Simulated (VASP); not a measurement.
# In3GaSb2N2 (Pm) in VASP: a series of runs, part 2 of 2

VASP 6.6.1.

## Step 3: Relaxation of cell and atoms, PBE

This run uses another cell than the first one, of 20.90 Å³/atom.

INCAR

```
SYSTEM = In3GaSb2N2
PREC     = Accurate       ! precision mode
ENCUT    = 600            ! plane-wave cutoff, eV
EDIFF    = 1E-7           ! SCF threshold, eV
ISMEAR   = 0              ! smearing method
SIGMA    = 0.15           ! smearing width, eV
LREAL    = .False.        ! projectors in reciprocal space
LASPH    = .True.         ! aspherical terms in the spheres
NELM     = 60             ! most SCF steps
ALGO     = Normal         ! electronic algorithm
ISIF     = 3              ! what is computed and relaxed
LWAVE    = .False.        ! write WAVECAR
LCHARG   = .False.        ! write CHGCAR
GGA      = PE             ! functional
IBRION   = 2              ! ionic algorithm
NSW      = 36             ! ionic steps
EDIFFG   = -0.08          ! ionic threshold
```

KPOINTS

```
regular mesh
0
Gamma
  2 3 2
  0 0 0
```

POSCAR

```
In3GaSb2N2
1.0
    6.3600000000      0.0000000000      0.0000000000
    0.0000000000      3.8950000000      0.0000000000
    0.0000000000      0.0000000000      6.7500000000
In Ga Sb N
3 1 2 2
Direct
    0.5000000000      0.5000000000      0.8333000000
    0.0000000000      0.5000000000      0.5000000000
    0.5000000000      0.0000000000      0.3333000000
    0.0000000000      0.0000000000      0.0000000000
    0.3750000000      0.5000000000      0.5000000000
    0.8750000000      0.0000000000      0.3333000000
    0.3750000000      0.0000000000      0.0000000000
    0.8750000000      0.5000000000      0.8333000000
```

Potentials or basis: VASP PAW PBE potentials, release 64 (In_d, Ga_d, Sb, N).

Run with:

```bash
$ cat potpaw_PBE.64/In_d/POTCAR potpaw_PBE.64/Ga_d/POTCAR potpaw_PBE.64/Sb/POTCAR potpaw_PBE.64/N/POTCAR > POTCAR
$ mpirun -np 1 vasp_std > vasp.out
```

OUTCAR:

```text
SYSTEM = In3GaSb2N2
   PREC = Accurate
   ENCUT = 600
   EDIFF = 1E-7
   ISMEAR = 0
   LREAL = .False.
   LASPH = .True.
   NELM = 60
   ISIF = 3
   GGA = PE
   IBRION = 2
   NSW = 36
   EDIFFG = -0.08

 ion  position               nearest neighbor table
   1  0.500  0.500  0.833-   8 2.39   7 2.39   7 2.39   5 2.39   2 3.90   2 3.90   3 3.90   3 3.90
                             3 3.90   3 3.90
   2  0.000  0.500  0.500-   5 2.39   6 2.39   6 2.39   8 2.39   3 3.90   3 3.90   3 3.90   3 3.90
                             1 3.90   1 3.90
   3  0.500  0.000  0.333-   6 2.39   5 2.39   5 2.39   7 2.39   2 3.90   2 3.90   2 3.90   2 3.90
                             1 3.90   1 3.90   1 3.90   1 3.90
   4  0.000  0.000  0.000-   6 2.39
   5  0.375  0.500  0.500-   2 2.39   3 2.39   3 2.39   1 2.39
   6  0.875  0.000  0.333-   3 2.39   2 2.39   2 2.39   4 2.39
   7  0.375  0.000  0.000-   1 2.39   1 2.39   3 2.39
   8  0.875  0.500  0.833-   1 2.39   2 2.39

  LATTYP: Found a simple orthorhombic cell.
 ALAT       =     3.8950000000
 B/A-ratio  =     1.6328626444
 C/A-ratio  =     1.7329910141

  Lattice vectors:

 A1 = (   0.0000000000,  -3.8950000000,   0.0000000000)
 A2 = (   6.3600000000,   0.0000000000,   0.0000000000)
 A3 = (   0.0000000000,   0.0000000000,   6.7500000000)

Analysis of symmetry for initial positions (statically):
=====================================================================
 Subroutine PRICEL returns:
 Original cell was already a primitive cell.

 Routine SETGRP: Setting up the symmetry group for a
 simple orthorhombic supercell.

 Subroutine GETGRP returns: Found  2 space group operations
 (whereof  2 operations were pure point group operations)
 out of a pool of  8 trial point group operations.

The static configuration has the point symmetry C_1h.

Analysis of symmetry for dynamics (positions and initial velocities):
=====================================================================
 Subroutine PRICEL returns:
 Original cell was already a primitive cell.

[... 116 lines left out ...]
   EFERMI =   0.00;   METHOD = LEGACY
   ISMEAR =     0;   SIGMA  =   0.15  broadening in eV -4-tet -1-fermi 0-gaus
   EFERMI_NEDOS =   21; number of points for ismear=-14 and -15
   IALGO  =     38    algorithm
   IMIX   =      4    mixing-type and parameters
     AMIX     =   0.40;   BMIX     =  1.00
     AMIX_MAG =   1.60;   BMIX_MAG =  1.00
  volume/ion in A,a.u.               =      20.90       141.05
  Fermi-wavevector in a.u.,A,eV,Ry     =   1.236221  2.336119 20.793009  1.528243
  Thomas-Fermi vector in A             =   2.370839
   LORBIT       =      0    0 simple, 1 ext, 2 COOP (PROOUT), +10 PAW based schemes
   GGA     = PE    functional components
   LHFCALC =     F    Hartree Fock is set to
   AEXX    =    0.0000 exact exchange contribution
   IVDW    =     0    specifies the selected vdW correction
   LEPSILON=     F    determine dielectric tensor
   LRPA    =     F    only Hartree local field effects (RPA)
 conjugate gradient relaxation of ions
 non-spin polarized calculation
 Gauss-broadening in eV      SIGMA  =   0.15
  energy-cutoff  :      600.00
  volume of cell :      167.21
 maximum number of plane-waves:      5610
 NGX is ok and might be reduce to    54
   NGX = 25   NGY = 15   NGZ = 27

--------------------------------------- Ionic step        1  -------------------------------------------

 number of electron      72.0000008 magnetization

 Free energy of the ion-electron system (eV)
  ---------------------------------------------------
  ext. energy  EPLUGINS =         0.00000000
  ---------------------------------------------------
  free energy    TOTEN  =       -25.63199099 eV

  energy without entropy =      -25.62260830  energy(sigma->0) =      -25.62729965

------------------------ aborting loop because EDIFF is reached ----------------------------------------

  FORCE on cell =-STRESS in cart. coord.  units (eV):
  Direction    XX          YY          ZZ          XY          YZ          ZX
  --------------------------------------------------------------------------------------
  -------------------------------------------------------------------------------------
  Total       28.1538801     28.3518858     20.1889136      0.0000000      0.0000000      1.5705242
  in kB      269.7618233    271.6590536    193.4439632      0.0000000      0.0000000     15.0482803
  external PRESSURE =     244.9549467 kB  Pullay stress =       0.0000000 kB
[... 860 lines left out ...]
     42       9.2987      0.00000
     43      10.1818      0.00000

[... ionic steps 4 to 30 ...]

--------------------------------------- Ionic step       31  -------------------------------------------

 number of electron      72.0000025 magnetization

------------------------ aborting loop because EDIFF is reached ----------------------------------------
[... 79 lines left out ...]
--------------------------------------- Ionic step       33  -------------------------------------------

 number of electron      72.0000016 magnetization

 Free energy of the ion-electron system (eV)
  ---------------------------------------------------
  ext. energy  EPLUGINS =         0.00000000
  ---------------------------------------------------
  free energy    TOTEN  =       -35.50067253 eV

  energy without entropy =      -35.48604873  energy(sigma->0) =      -35.49336063

 E-fermi :   6.3548     XC(G=0): -10.0246

 val. band max:        5.8906154833   @ k =   0.5000   0.3333   0.5000
 cond. band min:       6.3562478183   @ k =   0.0000   0.3333   0.0000
 fundamental gap:      0.4656323350
 Fermi energy:         6.3547796409
[... 401 lines left out ...]
  FREE ENERGIE OF THE ION-ELECTRON SYSTEM (eV)
  ---------------------------------------------------
  free  energy   TOTEN  =       -35.5006725317 eV

  energy  without entropy=      -35.4860487281  energy(sigma->0) =      -35.49336063

 reached required accuracy - stopping structural energy minimisation
```

It took 45 min on 1 thread of Intel Xeon Platinum 8375C at 2.90GHz (Ice Lake), shared host; peak memory 0.36 GiB.

Results:

```yaml
Free_energy: -35.5007 eV
Relaxed_volume: 21.86 Å³/atom
Relaxed_cell: a = 5.766 Å, b = 3.355 Å, c = 9.043 Å, α = 90.00°, β = 91.64°, γ = 90.00°
Space_group_after_relaxing_to_0.1_Å: Pm (No. 6)
Energy_gained_by_relaxing: 1233.6 meV/atom
Ionic_steps: 33
Pressure_after_relaxing: 0.0 GPa
Largest_force_after_relaxing: 0.078 eV/Å
Band_gap_on_the_k_mesh: zero (bands 36 and 37 overlap by 2.05 eV)
```

Forces on the atoms (eV/Å):
```
In  -0.019  0.000  0.005
In   0.041  0.000  0.033
In  -0.031  0.000 -0.025
Ga  -0.077  0.000  0.006
Sb   0.024  0.000  0.014
Sb   0.013  0.000  0.027
N    0.045  0.000 -0.064
N    0.004  0.000  0.004
```

Step by step:
```tsv
step	energy change (eV)	largest force (eV/Å)	pressure (GPa)	volume (Å³)
1	0.0000	6.6910	24.50	167.21
2	-4.4218	1.1745	-7.89	256.91
3	-5.3646	2.2934	-3.85	220.76
4	-5.3652	2.3455	-3.61	219.59
5	-6.2496	1.4308	-2.23	207.81
6	-6.5798	2.2782	0.67	196.61
7	-7.1515	1.5239	0.65	191.00
8	-7.8178	1.4922	3.75	173.05
9	-8.3695	1.1460	-0.89	179.83
10	-8.3754	1.1384	-1.31	180.70
11	-8.6090	0.9609	-0.30	177.26
12	-8.7608	1.8739	1.53	172.53
13	-8.9320	1.3002	0.97	173.30
14	-9.1485	0.8193	-0.46	175.27
15	-9.3334	0.9158	-0.73	175.31
16	-9.1961	2.1272	-0.06	174.80
17	-9.4325	1.2297	-0.87	175.24
18	-9.4395	1.3468	-0.86	175.20
19	-9.5811	0.9543	-0.07	173.59
20	-9.6704	0.7657	1.63	170.90
21	-9.7413	0.4557	0.22	173.90
22	-9.7494	0.5075	-0.37	175.36
23	-9.7879	0.4102	-0.36	175.41
24	-9.8257	0.3810	-0.21	175.50
25	-9.8451	0.2254	0.15	174.68
26	-9.8451	0.2193	0.18	174.63
27	-9.8555	0.1503	-0.07	175.26
28	-9.8581	0.1594	-0.25	175.75
29	-9.8633	0.1277	0.10	174.86
30	-9.8639	0.1128	0.28	174.43
31	-9.8671	0.1067	-0.12	175.17
32	-9.8671	0.1064	-0.13	175.19
33	-9.8687	0.0781	0.03	174.90
```

Final structure:
```cif
data_structure
_symmetry_space_group_name_H-M 'P 1'
_symmetry_Int_Tables_number 1
_cell_length_a 5.7663
_cell_length_b 3.3554
_cell_length_c 9.0434
_cell_angle_alpha 90.000
_cell_angle_beta 91.639
_cell_angle_gamma 90.000
_cell_volume 174.90
loop_
_atom_site_label
_atom_site_type_symbol
_atom_site_fract_x
_atom_site_fract_y
_atom_site_fract_z
_atom_site_occupancy
In1 In 0.52286 0.50000 0.87856 1
In2 In 0.92759 0.50000 0.60933 1
In3 In 0.41802 0.00000 0.23503 1
Ga1 Ga 0.02586 0.00000 0.95446 1
Sb1 Sb 0.42265 0.50000 0.56300 1
Sb2 Sb 0.91480 0.00000 0.24568 1
N1 N 0.36359 0.00000 0.98547 1
N2 N 0.90463 0.50000 0.86167 1
```

Caveat: the k points lie up to 0.62 Å⁻¹ apart in the final cell, too coarse for converged energies and pressures of a metal; a cell axis changed by over 15 % at a fixed basis, so the end point is rough; spin-orbit coupling is left out, which moves the levels of the heavy elements; the relaxation stopped at a loose force limit of 0.08 eV/Å, so its end isn't a converged minimum.

The gap in the log of VASP goes by the Fermi energy; the results here count the filled bands.